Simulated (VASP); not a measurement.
# Hf (P6_3/mmc) in VASP: a series of runs

The runs below take Hf through single point, with PBEsol.

All numbers are computed with VASP 6.6.1; they aren't measurements. Logs are shortened: lines on timing, memory, paths and dates and some standing lists are left out, and cuts for length are marked.

## (1) The cell of the first run

It takes space group P6_3/mmc (No. 194, hexagonal). The conventional cell has a = 3.153 Å, b = 3.153 Å, c = 4.989 Å, α = 90.00°, β = 90.00°, γ = 120.00°. Within 4.1 Å of Hf (site symmetry -6m2) lie 12 Hf at 3.09 to 3.15 Å.

## (2) Single point, PBEsol (21.49 Å³/atom)

Contents of INCAR:

```
SYSTEM = Hf
ALGO = Normal ; EDIFF = 1E-6
ENCUT = 520 ; GGA = PS
ISIF = 2 ; ISMEAR = -1
LASPH = .True. ; LCHARG = .True.
LELF = .True. ; LREAL = .False.
LVHAR = .True. ; LWAVE = .False.
NBANDS = 17 ; NELM = 80
PREC = Accurate ; SIGMA = 0.05
```

Contents of KPOINTS:

```
k-points
0
Gamma
  13 13 7
  0 0 0
```

Contents of POSCAR:

```
Hf
1.0
    3.1534945994      0.0000000000      0.0000000000
   -1.5767472997      2.7310064337      0.0000000000
    0.0000000000      0.0000000000      4.9894429718
Hf
2
Direct
    0.3333333333      0.6666666667      0.2500000000
    0.6666666667      0.3333333333      0.7500000000
```

Potentials or basis: VASP PAW PBE potentials, release 64 (Hf_pv).

Command:

```bash
> cat potpaw_PBE.64/Hf_pv/POTCAR > POTCAR
> mpirun -np 1 vasp_std > vasp.out
```

OUTCAR:

```text
SYSTEM = Hf
   EDIFF = 1E-6
   ENCUT = 520
   GGA = PS
   ISIF = 2
   ISMEAR = -1
   LASPH = .True.
   LREAL = .False.
   NELM = 80
   PREC = Accurate

 ion  position               nearest neighbor table
   1  0.333  0.667  0.250-   2 3.09   2 3.09   2 3.09   2 3.09   2 3.09   2 3.09
   2  0.667  0.333  0.750-   1 3.09   1 3.09   1 3.09   1 3.09   1 3.09   1 3.09

  LATTYP: Found a hexagonal cell.
 ALAT       =     3.1534945994
 C/A-ratio  =     1.5821948681

  Lattice vectors:

 A1 = (   3.1534945994,   0.0000000000,   0.0000000000)
 A2 = (  -1.5767472997,   2.7310064337,   0.0000000000)
 A3 = (   0.0000000000,   0.0000000000,   4.9894429718)

Analysis of symmetry for initial positions (statically):
=====================================================================
 Subroutine PRICEL returns:
 Original cell was already a primitive cell.

 Routine SETGRP: Setting up the symmetry group for a
 hexagonal supercell.

 Subroutine GETGRP returns: Found 24 space group operations
 (whereof 12 operations were pure point group operations)
 out of a pool of 24 trial point group operations.

The static configuration has the point symmetry D_3d.
 The point group associated with its full space group is D_6h.

Analysis of symmetry for dynamics (positions and initial velocities):
=====================================================================
 Subroutine PRICEL returns:
 Original cell was already a primitive cell.

 Routine SETGRP: Setting up the symmetry group for a
 hexagonal supercell.

 Subroutine GETGRP returns: Found 24 space group operations
 (whereof 12 operations were pure point group operations)
 out of a pool of 24 trial point group operations.

The dynamic configuration has the point symmetry D_3d.
 The point group associated with its full space group is D_6h.

 Subroutine INISYM returns: Found 24 space group operations
 (whereof 12 operations are pure point group operations),
 and found     1 'primitive' translations

----------------------------------------------------------------------------------------

                                     Primitive cell

  volume of cell :      42.9702

  direct lattice vectors                    reciprocal lattice vectors
     3.153494599  0.000000000  0.000000000     0.317108518  0.183082688  0.000000000
    -1.576747300  2.731006434  0.000000000     0.000000000  0.366165377  0.000000000
     0.000000000  0.000000000  4.989442972     0.000000000  0.000000000  0.200423175
[... 83 lines left out ...]
   NELM   =     80;   NELMIN=  2; NELMDL= -5     # of ELM steps
   EDIFF  = 0.1E-05   stopping-criterion for ELM
   LREAL  =      F    real-space projection
   EDIFFG = 0.1E-04   stopping-criterion for IOM
   NSW    =      0    number of steps for IOM
   IBRION =     -1    ionic relax: 0-MD 1-quasi-New 2-CG
   NFREE  =      0    steps in history (QN), initial steepest desc. (CG)
   ISIF   =      2    stress and relaxation
   ISYM   =      2    0-nonsym 1-usesym 2-fastsym
   POTIM  = 0.5000    time-step for ionic-motion
   TEBEG  =    0.0;   TEEND  =   0.0 temperature during run
   PSTRESS=    0.0 pullay stress
   NELECT =      20.0000    total number of electrons
   NUPDOWN=      -1.0000    fix difference up-down
   EMIN   =  10.00;   EMAX   =-10.00  energy-range for DOS
   EFERMI =   0.00;   METHOD = LEGACY
   ISMEAR =    -1;   SIGMA  =   0.05  broadening in eV -4-tet -1-fermi 0-gaus
   EFERMI_NEDOS =   21; number of points for ismear=-14 and -15
   IALGO  =     38    algorithm
   IMIX   =      4    mixing-type and parameters
     AMIX     =   0.40;   BMIX     =  1.00
     AMIX_MAG =   1.60;   BMIX_MAG =  1.00
  volume/ion in A,a.u.               =      21.49       144.99
  Fermi-wavevector in a.u.,A,eV,Ry     =   1.268711  2.397515 21.900296  1.609626
  Thomas-Fermi vector in A             =   2.401791
   LORBIT       =      0    0 simple, 1 ext, 2 COOP (PROOUT), +10 PAW based schemes
   GGA     = PS    functional components
   LHFCALC =     F    Hartree Fock is set to
   AEXX    =    0.0000 exact exchange contribution
   IVDW    =     0    specifies the selected vdW correction
   LEPSILON=     F    determine dielectric tensor
   LRPA    =     F    only Hartree local field effects (RPA)
 non-spin polarized calculation
  energy-cutoff  :      520.00
  volume of cell :       42.97
 maximum number of plane-waves:      1174
 NGX is ok and might be reduce to    24
   NGX = 11   NGY = 11   NGZ = 19

 number of electron      19.9999996 magnetization

 Free energy of the ion-electron system (eV)
  ---------------------------------------------------
  ext. energy  EPLUGINS =         0.00000000
  ---------------------------------------------------
  free energy    TOTEN  =       -21.01165484 eV

  energy without entropy =      -20.99807428  energy(sigma->0) =      -21.00486456

 E-fermi :   5.0460     XC(G=0): -11.5776

 val. band max:        5.0434874597   @ k =   0.0000   0.0000   0.4286
 cond. band min:       5.0482406305   @ k =   0.0769   0.0769   0.4286
 fundamental gap:      0.0047531708
 Fermi energy:         5.0460052966

 k-point     1 :       0.0000    0.0000    0.0000
  band No.  band energies     occupation
      1     -25.9647      2.00000
      2     -25.1122      2.00000
      3     -25.1122      2.00000
      4     -24.9661      2.00000
      5     -24.9661      2.00000
      6     -24.9655      2.00000
[... 457 lines left out ...]
      4     -25.1508      2.00000
      5     -25.0103      2.00000
      6     -24.9945      2.00000
[... 9 lines left out ...]
     16       7.9398      0.00000
     17      11.0488      0.00000

 [... further k-points ...]

------------------------ aborting loop because EDIFF is reached ----------------------------------------

  FORCE on cell =-STRESS in cart. coord.  units (eV):
  Direction    XX          YY          ZZ          XY          YZ          ZX
  --------------------------------------------------------------------------------------
  -------------------------------------------------------------------------------------
  Total        0.0924191      0.0924191      0.0924289     -0.0000000     -0.0000000     -0.0000000
  in kB        3.4459229      3.4459229      3.4462880     -0.0000000     -0.0000000     -0.0000000
  external PRESSURE =       3.4460446 kB  Pullay stress =       0.0000000 kB

 VOLUME and BASIS-vectors are now :
 -----------------------------------------------------------------------------
  energy-cutoff  :      520.00
  volume of cell :       42.97
      direct lattice vectors                 reciprocal lattice vectors
     3.153494599  0.000000000  0.000000000     0.317108518  0.183082688  0.000000000
    -1.576747300  2.731006434  0.000000000     0.000000000  0.366165377  0.000000000
     0.000000000  0.000000000  4.989442972     0.000000000  0.000000000  0.200423175

 POSITION                                       TOTAL-FORCE (eV/Angst)
 -----------------------------------------------------------------------------------
     -0.00000      1.82067      1.24736         0.000000      0.000000      0.000000
      1.57675      0.91034      3.74208        -0.000000      0.000000      0.000000
 -----------------------------------------------------------------------------------
    total drift:                               -0.000000      0.000000     -0.000000

  FREE ENERGIE OF THE ION-ELECTRON SYSTEM (eV)
  ---------------------------------------------------
  free  energy   TOTEN  =       -21.0116548373 eV

  energy  without entropy=      -20.9980742802  energy(sigma->0) =      -21.00486456
```

OSZICAR:

```text
N       E                     dE             d eps       ncg     rms          rms(c)
DAV:   1     0.497699108438E+02    0.49770E+02   -0.11318E+04  2856   0.112E+03
DAV:   2    -0.198818383162E+02   -0.69652E+02   -0.67880E+02  3698   0.251E+02
DAV:   3    -0.217462834982E+02   -0.18644E+01   -0.18483E+01  3693   0.272E+01
DAV:   4    -0.217605532584E+02   -0.14270E-01   -0.14261E-01  3579   0.285E+00
DAV:   5    -0.217606805784E+02   -0.12732E-03   -0.12730E-03  3693   0.242E-01    0.673E+01
DAV:   6    -0.212148651804E+02    0.54582E+00   -0.48323E-01  3402   0.440E+00    0.399E+01
DAV:   7    -0.210217648622E+02    0.19310E+00   -0.80215E-01  3483   0.545E+00    0.188E+00
DAV:   8    -0.210115567630E+02    0.10208E-01   -0.50329E-02  3395   0.147E+00    0.353E-01
DAV:   9    -0.210116636083E+02   -0.10685E-03   -0.11501E-03  3798   0.236E-01    0.185E-01
DAV:  10    -0.210116546883E+02    0.89200E-05   -0.55476E-05  3401   0.506E-02    0.226E-01
DAV:  11    -0.210116548373E+02   -0.14902E-06   -0.60983E-06  3537   0.167E-02
   1 F= -.21011655E+02 E0= -.21004865E+02  d E =-.135806E-01
```

stdout:

```text
POSCAR found type information on POSCAR Hf
 POSCAR found :  1 types and       2 ions
 scaLAPACK will be used
 -----------------------------------------------------------------------------
|                                                                             |
|                                                                             |
|     You enforced a specific xc type in the INCAR file but a different       |
|     I HOPE YOU KNOW WHAT YOU ARE DOING!                                     |
|                                                                             |
 -----------------------------------------------------------------------------

 LDA part: xc-table for (Slater+PW92), standard interpolation
 POSCAR, INCAR and KPOINTS ok, starting setup
 FFT: planning ... GRIDC
 FFT: planning ... GRID_SOFT
 FFT: planning ... GRID
 WAVECAR not read
 entering main loop
```

Run time: 56 s. Hardware: 1 thread of Intel Xeon 8259CL, shared host; peak memory 0.19 GiB.

Results:

```yaml
Free_energy: -21.0117 eV
Pressure: 0.3 GPa
Band_gap_on_the_k_mesh: zero (bands 10 and 11 overlap by 1.54 eV)
```

Caveat: the PAW data sets were made with another functional, which shifts forces and pressure a little; spin-orbit coupling is left out, which moves the levels of the heavy elements.

## (3) Single point, PBEsol (zz strain of -2 %)

Contents of INCAR:

```
SYSTEM = Hf
PREC = Accurate
ENCUT = 520
EDIFF = 1E-6
ISMEAR = -1
SIGMA = 0.05
LREAL = .False.
LASPH = .True.
NELM = 60
ALGO = Normal
ISIF = 2
LWAVE = .False.
LCHARG = .False.
GGA = PS
NBANDS = 17
```

Contents of KPOINTS:

```
Automatic mesh
0
Gamma
  13 13 7
  0 0 0
```

Contents of POSCAR:

```
Hf
1.0
    3.1966985242      0.0000000000      0.0000000000
   -1.5983492621      2.7684221302      0.0000000000
    0.0000000000      0.0000000000      4.9566440000
Hf
2
Direct
    0.3333333333      0.6666666667      0.2500000000
    0.6666666667      0.3333333333      0.7500000000
```

Potentials or basis: VASP PAW PBE potentials, release 64 (Hf_pv).

Command:

```bash
> cat potpaw_PBE.64/Hf_pv/POTCAR > POTCAR
> mpirun -np 1 vasp_std > vasp.out
```

Run time: 53 s. Hardware: 1 thread of Intel Xeon 8259CL, shared host; peak memory 0.19 GiB.

It converged, with:

```yaml
Free_energy: -21.0028 eV
Pressure: -1.8 GPa
Band_gap_on_the_k_mesh: zero (bands 10 and 11 overlap by 1.51 eV)
```

Stress tensor (GPa, compression positive):
```
-2.68  0.00  0.00
 0.00 -2.68  0.00
 0.00  0.00 -0.19
```

Levels at points of the mesh, in eV from the Fermi level:
```
           k point  band 8  band 9  band 10  band 11  band 12  band 13
(0.00, 0.00, 0.00)   -3.74    0.91     1.11     1.11     1.64     2.01
```

Caveat: the cell differs from its parent crystal (zz strain of -2 %); the PAW data sets were made with another functional, which shifts forces and pressure a little; spin-orbit coupling is left out, which moves the levels of the heavy elements.

## (4) Single point, PBEsol (22.16 Å³/atom)

This run uses another cell than the first one, of 22.16 Å³/atom.

Contents of INCAR:

```
SYSTEM = Hf
PREC     = Accurate       ! precision mode
ENCUT    = 520            ! plane-wave cutoff, eV
EDIFF    = 1E-6           ! SCF threshold, eV
ISMEAR   = -1             ! smearing method
SIGMA    = 0.05           ! smearing width, eV
LREAL    = .False.        ! projectors in reciprocal space
LASPH    = .True.         ! aspherical terms in the spheres
NELM     = 80             ! most SCF steps
ALGO     = Normal         ! electronic algorithm
ISIF     = 2              ! what is computed and relaxed
LWAVE    = .False.        ! write WAVECAR
LCHARG   = .True.         ! write CHGCAR
GGA      = PS             ! functional
LELF     = .True.         ! ELF
LVHAR    = .True.       
NBANDS   = 17             ! bands
```

Contents of KPOINTS:

```
regular mesh
0
Gamma
  13 13 7
  0 0 0
```

Contents of POSCAR:

```
Hf
1.0
    3.1860071449      0.0000000000      0.0000000000
   -1.5930035725      2.7591631242      0.0000000000
    0.0000000000      0.0000000000      5.0408841546
Hf
2
Direct
    0.3333333333      0.6666666667      0.2500000000
    0.6666666667      0.3333333333      0.7500000000
```

Command:

```bash
> cat potpaw_PBE.64/Hf_pv/POTCAR > POTCAR
> mpirun -np 1 vasp_std > vasp.out
```

Run time: 58 s. Hardware: 1 thread of Intel Xeon 8259CL, shared host; peak memory 0.19 GiB.

The run converged. Its results:

| Item | Value |
| --- | --- |
| Free energy | -21.0000 eV |
| Pressure | -3.1 GPa |
| Band gap on the k mesh | zero (bands 10 and 11 overlap by 1.55 eV) |

Stress tensor (GPa, compression positive):
```
-2.97  0.00  0.00
 0.00 -2.97  0.00
 0.00  0.00 -3.22
```

Levels at points of the mesh, in eV from the Fermi level:
| k point | band 6 | band 7 | band 8 | band 9 | band 10 | band 11 | band 12 | band 13 | band 14 | band 15 |
| --- | --- | --- | --- | --- | --- | --- | --- | --- | --- | --- |
| (0.00, 0.00, 0.00) | -30.12 | -7.42 | -3.75 | 0.70 | 1.17 | 1.17 | 1.45 | 2.00 | 2.00 | 2.64 |

Caveat: the cell stands under tension; the PAW data sets were made with another functional, which shifts forces and pressure a little; spin-orbit coupling is left out, which moves the levels of the heavy elements.

## (5) Overview

```tsv
cell	gap on the mesh (eV)	pressure (GPa)
a = 3.153, b = 3.153, c = 4.989 Å, angles 90.0, 90.0, 120.0°, 2 atoms	none	0.3
a = 3.197, b = 3.197, c = 4.957 Å, angles 90.0, 90.0, 120.0°, 2 atoms	none	-1.8
a = 3.186, b = 3.186, c = 5.041 Å, angles 90.0, 90.0, 120.0°, 2 atoms	none	-3.1
```

Alike in all rows: task single point; level PBEsol; potentials or basis VASP PAW PBE potentials, release 64 (Hf_pv); no spin polarisation; k mesh 13 × 13 × 7; cutoff (eV) 520; smearing fermi-dirac 0.05 eV.

Caveats: the PAW data sets were made with another functional, which shifts forces and pressure a little; spin-orbit coupling is left out, which moves the levels of the heavy elements; the cell stands under tension (at least some runs).

Absolute energies hang on the potentials; compare differences alone.
